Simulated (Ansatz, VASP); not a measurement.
One calculation of Si, two programs

```
CELL_PARAMETERS angstrom
5.47094 0.00000 0.00000
0.00000 5.47094 0.00000
0.00000 0.00000 5.47094
ATOMIC_POSITIONS crystal
Si 0.87500 0.37500 0.37500
Si 0.37500 0.87500 0.37500
Si 0.37500 0.37500 0.87500
Si 0.87500 0.87500 0.87500
Si 0.12500 0.12500 0.12500
Si 0.62500 0.62500 0.12500
Si 0.62500 0.12500 0.62500
Si 0.12500 0.62500 0.62500
```

Alike in both runs: task single point; functional LDA; k mesh 4 × 4 × 4; occupations fermi-dirac, width 0.0272 eV; no spin polarisation.

```csv
,VASP,Ansatz
version,VASP 6.6.1,Ansatz 0.2.0
potentials or method,"VASP PAW LDA potentials, release 64 (Si), cutoff 520 eV","all-electron LAPW, scalar-relativistic"
```

VASP gave:

| Quantity | Value |
| --- | --- |
| pressure (GPa) | -3.3 |

Task: Estimate Ansatz's values.

Result: Pressure (GPa): -3.4.

LDA's correlation is that of Perdew and Zunger in VASP and of Perdew and Wang (1992) in Ansatz. Ansatz ran all-electron here, and VASP with PAW potentials.
